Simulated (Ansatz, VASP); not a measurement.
# Ca in VASP and in Ansatz

```
Ca
1.0
     1.87787   -3.25256    0.00000
    -5.63361   -3.25256    0.00000
     0.00000    0.00000   -7.00329
Ca
4
Direct
  0.00000 0.00000 0.75000
  0.00000 0.00000 0.25000
  0.50000 0.50000 0.75000
  0.50000 0.50000 0.25000
```

Alike in both runs: task single point; functional PBE; k mesh 6 × 4 × 4; occupations gaussian, width 0.2 eV; no spin polarisation.

```csv
,VASP,Ansatz
version,VASP 6.6.1,Ansatz 0.2.0
potentials or method,"VASP PAW PBE potentials, release 64 (Ca_sv), cutoff 520 eV","scalar-relativistic, plane waves, PAW"
valence electrons in the cell,40,40
```

|  | VASP | Ansatz | Ansatz less VASP |
| --- | --- | --- | --- |
| gap on the k mesh at the Fermi level (eV) | none | none | - |
| pressure (GPa) | 0.0 | 0.0 | -0.01 |
| traceless stress, the component that is largest in VASP (GPa) | 0.18 | 0.18 | 0.000 |

A gap of «none» marks a metal or a gap that the smearing closes.
